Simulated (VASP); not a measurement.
Runs of VASP 6.6.1 on HfO2. The structure is that of space group P4_2/mnm (No. 136), or close to it. The cells are those of the table. 

| task | cell | k mesh | cutoff (eV) | smearing | gap on the mesh (eV) | pressure (GPa) | largest force (eV/Å) |
| --- | --- | --- | --- | --- | --- | --- | --- |
| single point | a = 4.830, b = 4.830, c = 3.210 Å, 6 atoms | 6 × 6 × 8 | 520 | gaussian 0.02 eV | 3.84 | -2.7 | 0.05 |
| relaxation of cell and atoms | relaxed from a = 4.814, b = 4.814, c = 3.205 Å, 6 atoms | 6 × 6 × 8 | 600 | gaussian 0.02 eV | (a) | 0.0 | - |
| single point | a = 4.830, b = 4.830, c = 3.210 Å, 6 atoms | 6 × 6 × 8 | 520 | gaussian 0.01 eV | 3.84 | -2.7 | 0.05 |
| single point | a = 4.814, b = 4.814, c = 3.205 Å, 6 atoms | 4 × 4 × 6 | 520 | gaussian 0.1 eV | 3.87 | -0.9 | 0.03 |

Alike in all rows: level PBEsol; potentials or basis VASP PAW PBE potentials, release 64 (Hf_pv, O); no spin polarisation.

Estimate the missing entries.

(a) 3.89.

Caveats: the PAW data sets were made with another functional, which shifts forces and pressure a little; spin-orbit coupling is left out, which moves the levels of the heavy elements.

A k mesh can miss the band edges, and the runs leave out spin-orbit coupling on Hf.
